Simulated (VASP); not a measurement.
# Nb (Im-3m) in VASP: a series of runs

The runs below take Nb through single point, with PBE, r2SCAN.

Program: VASP 6.6.1. These are calculated values, not measurements. Logs are shortened: lines on timing, memory, paths and dates and some standing lists are left out, and cuts for length are marked.

### 1 The cell of the first run

It takes space group Im-3m (No. 229, cubic). Conventional cell: a = 3.300 Å, b = 3.300 Å, c = 3.300 Å, α = 90.00°, β = 90.00°, γ = 90.00°. Within 3.8 Å of Nb (site symmetry m-3m) lie 14 Nb at 2.86 to 3.30 Å.

### 2 Single point, PBE

File INCAR:

```
SYSTEM = Nb
PREC = Accurate ; ENCUT = 520
EDIFF = 1E-6 ; ISMEAR = 0
SIGMA = 0.05 ; LREAL = .FALSE.
LASPH = .TRUE. ; NELM = 60
ALGO = Normal ; ISIF = 2
LWAVE = .FALSE. ; LCHARG = .TRUE.
GGA = PE ; LELF = .TRUE.
LVHAR = .TRUE. ; NBANDS = 12
```

File KPOINTS:

```
Automatic mesh
0
G
  8 8 8
  0 0 0
```

File POSCAR:

```
Nb
1.0
   -1.6500000000      1.6500000000      1.6500000000
    1.6500000000     -1.6500000000      1.6500000000
    1.6500000000      1.6500000000     -1.6500000000
Nb
1
Direct
    0.0000000000      0.0000000000      0.0000000000
```

Potentials or basis: VASP PAW PBE potentials, release 64 (Nb_sv).

On the command line:

```
$ cat potpaw_PBE.64/Nb_sv/POTCAR > POTCAR
$ mpirun -np 1 vasp_std > vasp.out
```

OUTCAR:

```text
SYSTEM = Nb
   PREC = Accurate
   ENCUT = 520
   EDIFF = 1E-6
   ISMEAR = 0
   LREAL = .FALSE.
   LASPH = .TRUE.
   NELM = 60
   ISIF = 2
   GGA = PE

 ion  position               nearest neighbor table
   1  0.000  0.000  0.000-

  LATTYP: Found a body centered cubic cell.
 ALAT       =     3.3000000000

  Lattice vectors:

 A1 = (  -1.6500000000,   1.6500000000,   1.6500000000)
 A2 = (   1.6500000000,  -1.6500000000,   1.6500000000)
 A3 = (   1.6500000000,   1.6500000000,  -1.6500000000)

Analysis of symmetry for initial positions (statically):
=====================================================================
 Subroutine PRICEL returns:
 Original cell was already a primitive cell.

 Routine SETGRP: Setting up the symmetry group for a
 body centered cubic supercell.

 Subroutine GETGRP returns: Found 48 space group operations
 (whereof 48 operations were pure point group operations)
 out of a pool of 48 trial point group operations.

The static configuration has the point symmetry O_h .

Analysis of symmetry for dynamics (positions and initial velocities):
=====================================================================
 Subroutine PRICEL returns:
 Original cell was already a primitive cell.

 Routine SETGRP: Setting up the symmetry group for a
 body centered cubic supercell.

 Subroutine GETGRP returns: Found 48 space group operations
 (whereof 48 operations were pure point group operations)
 out of a pool of 48 trial point group operations.

The dynamic configuration has the point symmetry O_h .

 Subroutine INISYM returns: Found 48 space group operations
 (whereof 48 operations are pure point group operations),
 and found     1 'primitive' translations

----------------------------------------------------------------------------------------

                                     Primitive cell

  volume of cell :      17.9685

  direct lattice vectors                    reciprocal lattice vectors
    -1.650000000  1.650000000  1.650000000     0.000000000  0.303030303  0.303030303
     1.650000000 -1.650000000  1.650000000     0.303030303  0.000000000  0.303030303
     1.650000000  1.650000000 -1.650000000     0.303030303  0.303030303  0.000000000

  length of vectors
     2.857883832  2.857883832  2.857883832     0.428549564  0.428549564  0.428549564

  position of ions in fractional coordinates (direct lattice)
     0.000000000  0.000000000  0.000000000

  ion indices of the primitive-cell ions
   primitive index   ion index
                 1           1

----------------------------------------------------------------------------------------

 KPOINTS: Automatic mesh

Automatic generation of k-mesh.
 Grid dimensions read from file:
 generate k-points for:    8    8    8

 Generating k-lattice:

  Cartesian coordinates                     Fractional coordinates (reciprocal lattice)
     0.000000000  0.037878788  0.037878788     0.125000000  0.000000000  0.000000000
     0.037878788  0.000000000  0.037878788     0.000000000  0.125000000  0.000000000
     0.037878788  0.037878788  0.000000000     0.000000000  0.000000000  0.125000000

  Length of vectors
     0.053568696  0.053568696  0.053568696

  Shift w.r.t. Gamma in fractional coordinates (k-lattice)
     0.000000000  0.000000000  0.000000000

 Subroutine IBZKPT returns following result:
 ===========================================

 Found     29 irreducible k-points:

 Following reciprocal coordinates:
            Coordinates               Weight
  0.000000  0.000000  0.000000      1.000000
  0.125000  0.000000  0.000000     12.000000
  0.250000  0.000000  0.000000     12.000000
  0.375000  0.000000  0.000000     12.000000
  0.500000  0.000000  0.000000      6.000000
  0.125000  0.125000  0.000000     24.000000
[... 16 lines left out ...]
 -0.250000  0.250000  0.250000      6.000000
 -0.375000  0.375000  0.250000     24.000000
 [... further k-points ...]
   k-points           NKPTS =     29   k-points in BZ     NKDIM =     29   number of bands    NBANDS=     12
   number of dos      NEDOS =    301   number of ions     NIONS =      1
   total plane-waves  NPLWV =  13824
   dimension x,y,z NGX =    24 NGY =   24 NGZ =   24
   dimension x,y,z NGXF=    48 NGYF=   48 NGZF=   48
   ions per type =               1
   NGX,Y,Z   is equivalent  to a cutoff of  13.96, 13.96, 13.96 a.u.
   NGXF,Y,Z  is equivalent  to a cutoff of  27.92, 27.92, 27.92 a.u.
 SYSTEM =  Nb
   PREC   = accura    normal or accurate (medium, high low for compatibility)
   ISTART =      0    job   : 0-new  1-cont  2-samecut
   ICHARG =      2    charge: 1-file 2-atom 10-const
   ISPIN  =      1    spin polarized calculation?
   LNONCOLLINEAR =      F non collinear calculations
   LSORBIT =      F    spin-orbit coupling
   LASPH  =      T    aspherical Exc in radial PAW
   ENCUT  =  520.0 eV  38.22 Ry    6.18 a.u.   5.31  5.31  5.31*2*pi/ulx,y,z
   NELM   =     60;   NELMIN=  2; NELMDL= -5     # of ELM steps
   EDIFF  = 0.1E-05   stopping-criterion for ELM
   LREAL  =      F    real-space projection
   EDIFFG = 0.1E-04   stopping-criterion for IOM
   NSW    =      0    number of steps for IOM
   IBRION =     -1    ionic relax: 0-MD 1-quasi-New 2-CG
   NFREE  =      0    steps in history (QN), initial steepest desc. (CG)
   ISIF   =      2    stress and relaxation
   ISYM   =      2    0-nonsym 1-usesym 2-fastsym
   POTIM  = 0.5000    time-step for ionic-motion
   TEBEG  =    0.0;   TEEND  =   0.0 temperature during run
   PSTRESS=    0.0 pullay stress
   NELECT =      13.0000    total number of electrons
   NUPDOWN=      -1.0000    fix difference up-down
   EMIN   =  10.00;   EMAX   =-10.00  energy-range for DOS
   EFERMI =   0.00;   METHOD = LEGACY
   ISMEAR =     0;   SIGMA  =   0.05  broadening in eV -4-tet -1-fermi 0-gaus
   EFERMI_NEDOS =   21; number of points for ismear=-14 and -15
   IALGO  =     38    algorithm
   IMIX   =      4    mixing-type and parameters
     AMIX     =   0.40;   BMIX     =  1.00
     AMIX_MAG =   1.60;   BMIX_MAG =  1.00
  volume/ion in A,a.u.               =      17.97       121.26
  Fermi-wavevector in a.u.,A,eV,Ry     =   1.469666  2.777266 29.387474  2.159918
  Thomas-Fermi vector in A             =   2.585016
   LORBIT       =      0    0 simple, 1 ext, 2 COOP (PROOUT), +10 PAW based schemes
   GGA     = PE    functional components
   LHFCALC =     F    Hartree Fock is set to
   AEXX    =    0.0000 exact exchange contribution
   IVDW    =     0    specifies the selected vdW correction
   LEPSILON=     F    determine dielectric tensor
   LRPA    =     F    only Hartree local field effects (RPA)
 non-spin polarized calculation
 Gauss-broadening in eV      SIGMA  =   0.05
  energy-cutoff  :      520.00
  volume of cell :       17.97
 maximum number of plane-waves:       496
 NGX is ok and might be reduce to    24
   NGX = 11   NGY = 11   NGZ = 11

 number of electron      13.0000000 magnetization

 Free energy of the ion-electron system (eV)
  ---------------------------------------------------
  ext. energy  EPLUGINS =         0.00000000
  ---------------------------------------------------
  free energy    TOTEN  =       -10.24205397 eV

  energy without entropy =      -10.24015318  energy(sigma->0) =      -10.24110358

 E-fermi :  11.0425     XC(G=0): -12.5169

 val. band max:       11.0135966396   @ k =   0.3750   0.2500   0.0000
 cond. band min:      11.0971713376   @ k =   0.2500   0.0000   0.0000
 fundamental gap:      0.0835746980
 Fermi energy:        11.0425239819

 k-point     1 :       0.0000    0.0000    0.0000
  band No.  band energies     occupation
      1     -43.1846      2.00000
      2     -18.4743      2.00000
      3     -18.4743      2.00000
      4     -18.4743      2.00000
      5       5.2591      2.00000
      6      11.5608      0.00000
      7      11.5608      0.00000
      8      11.5608      0.00000
      9      14.4790      0.00000
     10      14.4790      0.00000
     11      25.4389      0.00000
     12      25.4389      0.00000

 k-point     2 :       0.1250    0.0000    0.0000
  band No.  band energies     occupation
      1     -43.1491      2.00000
      2     -18.6881      2.00000
      3     -18.5395      2.00000
      4     -18.4761      2.00000
      5       5.8797      2.00000
      6      11.1903      0.00003
      7      11.4327      0.00000
      8      12.1722      0.00000
      9      14.0247      0.00000
     10      14.4896      0.00000
     11      25.8786      0.00000
     12      26.5264      0.00000

 k-point     3 :       0.2500    0.0000    0.0000
  band No.  band energies     occupation
      1     -43.0623      2.00000
      2     -19.1826      2.00000
      3     -18.6936      2.00000
      4     -18.4806      2.00000
      5       7.2033      2.00000
      6      10.4214      2.00000
      7      11.0972      0.12219
      8      13.8824      0.00000
      9      13.9612      0.00000
     10      14.6310      0.00000
     11      25.5845      0.00000
     12      27.1759      0.00000

 k-point     4 :       0.3750    0.0000    0.0000
  band No.  band energies     occupation
      1     -42.9741      2.00000
      2     -19.6509      2.00000
      3     -18.8434      2.00000
      4     -18.4853      2.00000
      5       7.6124      2.00000
      6       9.7751      2.00000
      7      12.1804      0.00000
      8      14.4397      0.00000
      9      14.9695      0.00000
     10      16.2022      0.00000
     11      23.7483      0.00000
     12      24.7212      0.00000

 k-point     5 :       0.5000    0.0000    0.0000
  band No.  band energies     occupation
      1     -42.9371      2.00000
      2     -19.8384      2.00000
      3     -18.9044      2.00000
      4     -18.4873      2.00000
      5       7.4714      2.00000
      6       9.5335      2.00000
      7      13.5033      0.00000
      8      14.5094      0.00000
      9      15.1929      0.00000
     10      17.5813      0.00000
     11      22.8429      0.00000
     12      23.2696      0.00000
[... 228 lines left out ...]
      1     -42.8724      2.00000
      2     -19.4583      2.00000
      3     -19.4583      2.00000
      4     -18.7338      2.00000
      5       9.6070      2.00000
      6       9.6070      2.00000
      7       9.9248      2.00000
      8      15.0068      0.00000
      9      15.0068      0.00000
     10      21.6771      0.00000
     11      22.4368      0.00000
     12      22.4368      0.00000

 k-point    22 :       0.2500    0.2500    0.2500
  band No.  band energies     occupation
      1     -42.9176      2.00000
      2     -19.1674      2.00000
      3     -19.1674      2.00000
      4     -19.1674      2.00000
      5      10.1054      2.00000
      6      10.1054      2.00000
      7      10.1054      2.00000
      8      15.3267      0.00000
      9      15.3267      0.00000
     10      20.6358      0.00000
     11      23.1524      0.00000
     12      23.1524      0.00000

 k-point    23 :      -0.2500    0.2500    0.2500
  band No.  band energies     occupation
      1     -42.9579      2.00000
      2     -19.2105      2.00000
      3     -18.9328      2.00000
      4     -18.9328      2.00000
      5       8.6991      2.00000
      6      10.1158      2.00000
      7      12.1606      0.00000
      8      12.1606      0.00000
      9      13.7133      0.00000
     10      15.9452      0.00000
     11      25.8693      0.00000
     12      29.3353      0.00000

 k-point    24 :      -0.3750    0.3750    0.2500
  band No.  band energies     occupation
      1     -42.8828      2.00000
      2     -19.4867      2.00000
      3     -19.0957      2.00000
      4     -18.9748      2.00000
      5       8.8192      2.00000
      6       9.3339      2.00000
      7      12.1598      0.00000
      8      12.9158      0.00000
      9      15.6750      0.00000
     10      17.0443      0.00000
     11      25.0169      0.00000
     12      26.8789      0.00000

 [... further k-points ...]

------------------------ aborting loop because EDIFF is reached ----------------------------------------

  FORCE on cell =-STRESS in cart. coord.  units (eV):
  Direction    XX          YY          ZZ          XY          YZ          ZX
  --------------------------------------------------------------------------------------
  -------------------------------------------------------------------------------------
  Total        0.1948629      0.1948629      0.1948629      0.0000000      0.0000000      0.0000000
  in kB       17.3751281     17.3751281     17.3751281      0.0000000      0.0000000      0.0000000
  external PRESSURE =      17.3751281 kB  Pullay stress =       0.0000000 kB

 VOLUME and BASIS-vectors are now :
 -----------------------------------------------------------------------------
  energy-cutoff  :      520.00
  volume of cell :       17.97
      direct lattice vectors                 reciprocal lattice vectors
    -1.650000000  1.650000000  1.650000000     0.000000000  0.303030303  0.303030303
     1.650000000 -1.650000000  1.650000000     0.303030303  0.000000000  0.303030303
     1.650000000  1.650000000 -1.650000000     0.303030303  0.303030303  0.000000000

 POSITION                                       TOTAL-FORCE (eV/Angst)
 -----------------------------------------------------------------------------------
      0.00000      0.00000      0.00000         0.000000      0.000000      0.000000
 -----------------------------------------------------------------------------------
    total drift:                                0.000000      0.000000     -0.000000

  FREE ENERGIE OF THE ION-ELECTRON SYSTEM (eV)
  ---------------------------------------------------
  free  energy   TOTEN  =       -10.2420539731 eV

  energy  without entropy=      -10.2401531831  energy(sigma->0) =      -10.24110358
```

Wall time 11 s (1 thread of Intel Xeon 8259CL, shared host); peak memory 0.14 GiB.

What came out:

- Free energy: -10.2421 eV
- Pressure: 1.7 GPa

(Part 1 of 2 ends here.)
